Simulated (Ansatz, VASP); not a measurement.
TiAl in VASP and in Ansatz

File INCAR:

```
PREC     = Accurate       # precision mode
ENCUT    = 520            # plane-wave cutoff, eV
EDIFF    = 1E-6           # SCF threshold, eV
ISMEAR   = 0              # smearing method
SIGMA    = 0.1            # smearing width, eV
LREAL    = F              # projectors in reciprocal space
LASPH    = T              # aspherical terms in the spheres
NELM     = 60             # most SCF steps
ALGO     = Normal         # electronic algorithm
ISIF     = 2              # what is computed and relaxed
LWAVE    = F              # write WAVECAR
LCHARG   = T              # write CHGCAR
GGA      = PS             # functional
LELF     = T              # ELF
LVHAR    = T            
NBANDS   = 14             # bands
```

File KPOINTS:

```
regular mesh
0
Gamma
  18 18 10
```

File POSCAR:

```
TiAl
1.0
    2.8762941087      0.0000000000      0.0000000000
   -1.4381470543      2.4909437669      0.0000000000
    0.0000000000      0.0000000000      4.6226477164
Ti Al
1 1
Direct
    0.0000000000      0.0000000000      0.0000000000
    0.3333333300      0.6666666700      0.5000000000
```

Input for Ansatz:

```yaml
crystal:
  lattice:
    - [2.8762941087, 0.0, 0.0]
    - [-1.4381470543, 2.4909437669, 0.0]
    - [0.0, 0.0, 4.6226477164]
  atoms:
    - { symbol: Ti, position: [0.0, 0.0, 0.0] }
    - { symbol: Al, position: [0.33333333, 0.66666667, 0.5] }
basis:
  ecutwfc: 420
kpoints:
  mp_grid: { grid: [18, 18, 10] }
hamiltonian:
  xc: pbesol
scf:
  occupations: { method: gaussian, width: 0.1 }
output:
  forces: true
  stress: true
  eigenvalues: true
```

Alike in both runs: task single point; functional PBEsol; k mesh 18 × 18 × 10; occupations gaussian, width 0.1 eV; no spin polarisation.

```csv
,VASP,Ansatz
version,VASP 6.6.1,Ansatz 0.2.0
potentials or method,"VASP PAW PBE potentials, release 64 (Ti_sv, Al), cutoff 520 eV","scalar-relativistic, plane waves, PAW"
valence electrons in the cell,15,15
```

|  | VASP | Ansatz | Ansatz less VASP |
| --- | --- | --- | --- |
| gap on the k mesh at the Fermi level (eV) | none | none | - |
| pressure (GPa) | -2.1 | -2.1 | -0.03 |
| traceless stress, the component that is largest in VASP (GPa) | 0.65 | 0.58 | -0.064 |

VASP's potentials were made for PBE, not for PBEsol. A gap of «none» marks a metal or a gap that the smearing closes. The functional is the same, so the differences come from potentials, cutoffs and numerics.
